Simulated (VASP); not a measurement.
# CaMg (Pm-3m) in VASP: notebook

The runs below take CaMg through single point, with LDA.

Program: VASP 6.6.1. These are calculated values, not measurements. Logs are shortened: lines on timing, memory, paths and dates and some standing lists are left out, and cuts for length are marked.

### 1 The cell of the first run

It takes space group Pm-3m (No. 221, cubic). Conventional cell: a = 3.762 Å, b = 3.762 Å, c = 3.762 Å, α = 90.00°, β = 90.00°, γ = 90.00°. Within 4.3 Å of Ca (site symmetry m-3m) lie 8 Mg at 3.26 Å and 6 Ca at 3.76 Å. Mg (site symmetry m-3m) has 8 Ca at 3.26 Å and 6 Mg at 3.76 Å within 4.3 Å.

### 2 Single point, LDA

Input file INCAR:

```
SYSTEM = CaMg
PREC = Accurate
ENCUT = 520
EDIFF = 1E-7
ISMEAR = 0
SIGMA = 0.15
LREAL = .FALSE.
LASPH = .TRUE.
NELM = 60
ALGO = Normal
ISIF = 2
LWAVE = .FALSE.
LCHARG = .FALSE.
NBANDS = 13
```

Input file KPOINTS:

```
regular mesh
0
G
  12 12 12
  0 0 0
```

Input file POSCAR:

```
CaMg
1.0
    3.7618148612      0.0000000000      0.0000000000
    0.0000000000      3.7618148612      0.0000000000
    0.0000000000      0.0000000000      3.7618148612
Ca Mg
1 1
Direct
    0.0000000000      0.0000000000      0.0000000000
    0.5000000000      0.5000000000      0.5000000000
```

Potentials or basis: VASP PAW LDA potentials, release 64 (Ca_sv, Mg).

The run is started by

```bash
$ cat potpaw_LDA.64/Ca_sv/POTCAR potpaw_LDA.64/Mg/POTCAR > POTCAR
$ mpirun -np 1 vasp_std > vasp.out
```

OUTCAR:

```text
SYSTEM = CaMg
   PREC = Accurate
   ENCUT = 520
   EDIFF = 1E-7
   ISMEAR = 0
   LREAL = .FALSE.
   LASPH = .TRUE.
   NELM = 60
   ISIF = 2

 ion  position               nearest neighbor table
   1  0.000  0.000  0.000-   2 3.26   2 3.26   2 3.26   2 3.26   2 3.26   2 3.26   2 3.26   2 3.26

   2  0.500  0.500  0.500-   1 3.26   1 3.26   1 3.26   1 3.26   1 3.26   1 3.26   1 3.26   1 3.26

  LATTYP: Found a simple cubic cell.
 ALAT       =     3.7618148612

  Lattice vectors:

 A1 = (   3.7618148612,   0.0000000000,   0.0000000000)
 A2 = (   0.0000000000,   3.7618148612,   0.0000000000)
 A3 = (   0.0000000000,   0.0000000000,   3.7618148612)

Analysis of symmetry for initial positions (statically):
=====================================================================
 Subroutine PRICEL returns:
 Original cell was already a primitive cell.

 Routine SETGRP: Setting up the symmetry group for a
 simple cubic supercell.

 Subroutine GETGRP returns: Found 48 space group operations
 (whereof 48 operations were pure point group operations)
 out of a pool of 48 trial point group operations.

The static configuration has the point symmetry O_h .

Analysis of symmetry for dynamics (positions and initial velocities):
=====================================================================
 Subroutine PRICEL returns:
 Original cell was already a primitive cell.

 Routine SETGRP: Setting up the symmetry group for a
 simple cubic supercell.

 Subroutine GETGRP returns: Found 48 space group operations
 (whereof 48 operations were pure point group operations)
 out of a pool of 48 trial point group operations.

The dynamic configuration has the point symmetry O_h .

 Subroutine INISYM returns: Found 48 space group operations
 (whereof 48 operations are pure point group operations),
 and found     1 'primitive' translations

----------------------------------------------------------------------------------------

                                     Primitive cell

  volume of cell :      53.2344

  direct lattice vectors                    reciprocal lattice vectors
     3.761814861  0.000000000  0.000000000     0.265829138  0.000000000  0.000000000
     0.000000000  3.761814861  0.000000000     0.000000000  0.265829138  0.000000000
     0.000000000  0.000000000  3.761814861     0.000000000  0.000000000  0.265829138

  length of vectors
     3.761814861  3.761814861  3.761814861     0.265829138  0.265829138  0.265829138

  position of ions in fractional coordinates (direct lattice)
     0.000000000  0.000000000  0.000000000
     0.500000000  0.500000000  0.500000000

  ion indices of the primitive-cell ions
   primitive index   ion index
                 1           1
                 2           2

----------------------------------------------------------------------------------------

 KPOINTS: regular mesh

Automatic generation of k-mesh.
 Grid dimensions read from file:
 generate k-points for:   12   12   12

 Generating k-lattice:

  Cartesian coordinates                     Fractional coordinates (reciprocal lattice)
     0.022152428  0.000000000  0.000000000     0.083333333  0.000000000  0.000000000
     0.000000000  0.022152428  0.000000000     0.000000000  0.083333333  0.000000000
     0.000000000  0.000000000  0.022152428     0.000000000  0.000000000  0.083333333

  Length of vectors
     0.022152428  0.022152428  0.022152428

  Shift w.r.t. Gamma in fractional coordinates (k-lattice)
     0.000000000  0.000000000  0.000000000

 Subroutine IBZKPT returns following result:
 ===========================================

 Found     84 irreducible k-points:

 Following reciprocal coordinates:
            Coordinates               Weight
  0.000000  0.000000  0.000000      1.000000
  0.083333  0.000000  0.000000      6.000000
  0.166667  0.000000  0.000000      6.000000
  0.250000  0.000000  0.000000      6.000000
  0.333333  0.000000  0.000000      6.000000
  0.416667  0.000000  0.000000      6.000000
[... 16 lines left out ...]
  0.333333  0.333333  0.000000     12.000000
  0.416667  0.333333  0.000000     24.000000
 [... further k-points ...]
   k-points           NKPTS =     84   k-points in BZ     NKDIM =     84   number of bands    NBANDS=     13
   number of dos      NEDOS =    301   number of ions     NIONS =      2
   total plane-waves  NPLWV =  21952
   dimension x,y,z NGX =    28 NGY =   28 NGZ =   28
   dimension x,y,z NGXF=    56 NGYF=   56 NGZF=   56
   ions per type =               1   1
   NGX,Y,Z   is equivalent  to a cutoff of  12.37, 12.37, 12.37 a.u.
   NGXF,Y,Z  is equivalent  to a cutoff of  24.75, 24.75, 24.75 a.u.
 SYSTEM =  CaMg
   PREC   = accura    normal or accurate (medium, high low for compatibility)
   ISTART =      0    job   : 0-new  1-cont  2-samecut
   ICHARG =      2    charge: 1-file 2-atom 10-const
   ISPIN  =      1    spin polarized calculation?
   LNONCOLLINEAR =      F non collinear calculations
   LSORBIT =      F    spin-orbit coupling
   LASPH  =      T    aspherical Exc in radial PAW
   ENCUT  =  520.0 eV  38.22 Ry    6.18 a.u.   6.99  6.99  6.99*2*pi/ulx,y,z
   NELM   =     60;   NELMIN=  2; NELMDL= -5     # of ELM steps
   EDIFF  = 0.1E-06   stopping-criterion for ELM
   LREAL  =      F    real-space projection
   EDIFFG = 0.1E-05   stopping-criterion for IOM
   NSW    =      0    number of steps for IOM
   IBRION =     -1    ionic relax: 0-MD 1-quasi-New 2-CG
   NFREE  =      0    steps in history (QN), initial steepest desc. (CG)
   ISIF   =      2    stress and relaxation
   ISYM   =      2    0-nonsym 1-usesym 2-fastsym
   POTIM  = 0.5000    time-step for ionic-motion
   TEBEG  =    0.0;   TEEND  =   0.0 temperature during run
   PSTRESS=    0.0 pullay stress
   NELECT =      12.0000    total number of electrons
   NUPDOWN=      -1.0000    fix difference up-down
   EMIN   =  10.00;   EMAX   =-10.00  energy-range for DOS
   EFERMI =   0.00;   METHOD = LEGACY
   ISMEAR =     0;   SIGMA  =   0.15  broadening in eV -4-tet -1-fermi 0-gaus
   EFERMI_NEDOS =   21; number of points for ismear=-14 and -15
   IALGO  =     38    algorithm
   IMIX   =      4    mixing-type and parameters
     AMIX     =   0.40;   BMIX     =  1.00
     AMIX_MAG =   1.60;   BMIX_MAG =  1.00
  volume/ion in A,a.u.               =      26.62       179.62
  Fermi-wavevector in a.u.,A,eV,Ry     =   0.996333  1.882796 13.506223  0.992679
  Thomas-Fermi vector in A             =   2.128414
   LORBIT       =      0    0 simple, 1 ext, 2 COOP (PROOUT), +10 PAW based schemes
   GGA     = CA    functional components
   LHFCALC =     F    Hartree Fock is set to
   AEXX    =    0.0000 exact exchange contribution
   IVDW    =     0    specifies the selected vdW correction
   LEPSILON=     F    determine dielectric tensor
   LRPA    =     F    only Hartree local field effects (RPA)
 non-spin polarized calculation
 Gauss-broadening in eV      SIGMA  =   0.15
  energy-cutoff  :      520.00
  volume of cell :       53.23
 maximum number of plane-waves:      1472
 NGX is ok and might be reduce to    28
   NGX = 13   NGY = 13   NGZ = 13

 number of electron      11.9999998 magnetization

 Free energy of the ion-electron system (eV)
  ---------------------------------------------------
  ext. energy  EPLUGINS =         0.00000000
  ---------------------------------------------------
  free energy    TOTEN  =        -4.26226432 eV

  energy without entropy =       -4.24269833  energy(sigma->0) =       -4.25248133

 E-fermi :   2.7103     XC(G=0):  -8.9248

 val. band max:        2.7088515671   @ k =   0.5000   0.3333   0.3333
 cond. band min:       2.7139174279   @ k =   0.4167   0.3333   0.3333
 fundamental gap:      0.0050658607
 Fermi energy:         2.7103290690

 k-point     1 :       0.0000    0.0000    0.0000
  band No.  band energies     occupation
      1     -37.9337      2.00000
      2     -19.2160      2.00000
      3     -19.2160      2.00000
      4     -19.2160      2.00000
      5      -2.8029      2.00000
      6       3.5905      0.00000
      7       3.5905      0.00000
      8       6.8657      0.00000
      9       6.8657      0.00000
     10       6.8657      0.00000
     11       7.3628      0.00000
     12       7.3628      0.00000
     13       7.3628      0.00000

 k-point     2 :       0.0833    0.0000    0.0000
  band No.  band energies     occupation
      1     -37.9331      2.00000
      2     -19.2251      2.00000
      3     -19.2153      2.00000
      4     -19.2153      2.00000
      5      -2.7200      2.00000
      6       3.4968      0.00000
      7       3.6353      0.00000
      8       6.5157      0.00000
      9       6.5157      0.00000
     10       6.8795      0.00000
     11       7.1539      0.00000
     12       7.7606      0.00000
     13       7.7606      0.00000

 k-point     3 :       0.1667    0.0000    0.0000
  band No.  band energies     occupation
      1     -37.9314      2.00000
      2     -19.2497      2.00000
      3     -19.2131      2.00000
      4     -19.2131      2.00000
      5      -2.4742      2.00000
      6       3.1534      0.00003
      7       3.7644      0.00000
      8       6.0583      0.00000
      9       6.0583      0.00000
     10       6.8754      0.00000
     11       6.9177      0.00000
     12       8.3654      0.00000
     13       8.3654      0.00000
[... 305 lines left out ...]
 k-point    23 :       0.3333    0.3333    0.0000
  band No.  band energies     occupation
      1     -37.9202      2.00000
      2     -19.3048      2.00000
      3     -19.3016      2.00000
      4     -19.1986      2.00000
      5      -0.4659      2.00000
      6       2.3171      1.99979
      7       2.7387      0.78900
      8       4.6200      0.00000
      9       5.6475      0.00000
     10       5.9735      0.00000
     11       7.6147      0.00000
     12       8.0961      0.00000
     13       9.7984      0.00000

 k-point    24 :       0.4167    0.3333    0.0000
  band No.  band energies     occupation
      1     -37.9186      2.00000
      2     -19.3263      2.00000
      3     -19.3000      2.00000
      4     -19.1965      2.00000
      5       0.0282      2.00000
      6       1.7787      2.00000
      7       2.9738      0.01298
      8       4.2993      0.00000
      9       5.5884      0.00000
     10       5.9491      0.00000
     11       7.6898      0.00000
     12       8.2692      0.00000
     13       9.4735      0.00000

 [... further k-points ...]

------------------------ aborting loop because EDIFF is reached ----------------------------------------

  FORCE on cell =-STRESS in cart. coord.  units (eV):
  Direction    XX          YY          ZZ          XY          YZ          ZX
  --------------------------------------------------------------------------------------
  -------------------------------------------------------------------------------------
  Total        0.8052893      0.8052893      0.8052893      0.0000000      0.0000000      0.0000000
  in kB       24.2365189     24.2365189     24.2365189      0.0000000      0.0000000      0.0000000
  external PRESSURE =      24.2365189 kB  Pullay stress =       0.0000000 kB

 VOLUME and BASIS-vectors are now :
 -----------------------------------------------------------------------------
  energy-cutoff  :      520.00
  volume of cell :       53.23
      direct lattice vectors                 reciprocal lattice vectors
     3.761814861  0.000000000  0.000000000     0.265829138  0.000000000  0.000000000
     0.000000000  3.761814861  0.000000000     0.000000000  0.265829138  0.000000000
     0.000000000  0.000000000  3.761814861     0.000000000  0.000000000  0.265829138

 POSITION                                       TOTAL-FORCE (eV/Angst)
 -----------------------------------------------------------------------------------
      0.00000      0.00000      0.00000         0.000000      0.000000      0.000000
      1.88091      1.88091      1.88091         0.000000      0.000000      0.000000
 -----------------------------------------------------------------------------------
    total drift:                               -0.000000     -0.000000     -0.000000

  FREE ENERGIE OF THE ION-ELECTRON SYSTEM (eV)
  ---------------------------------------------------
  free  energy   TOTEN  =        -4.2622643200 eV

  energy  without entropy=       -4.2426983308  energy(sigma->0) =       -4.25248133
```

It took 36 s on 1 thread of Intel Xeon 6975P-C (Granite Rapids), shared host; peak memory 0.18 GiB.

Results:

```yaml
Free_energy: -4.2623 eV
Pressure: 2.4 GPa
Band_gap_on_the_k_mesh: zero (bands 6 and 7 overlap by 1.35 eV)
```

Levels at points of the mesh, in eV from the Fermi level:
```
           k point  band 4  band 5  band 6  band 7  band 8  band 9
(0.00, 0.00, 0.00)  -21.93   -5.51    0.88    0.88    4.16    4.16
(0.50, 0.00, 0.00)  -21.91   -2.98   -2.59    1.74    2.42    2.42
(0.50, 0.50, 0.00)  -21.90   -2.03   -0.17   -0.17    0.36    3.00
(0.50, 0.50, 0.50)  -22.02   -0.47   -0.47   -0.47    1.96    3.19
```

(Part 1 of 2 ends here.)

The gap in the log of VASP goes by the Fermi energy; the results here count the filled bands.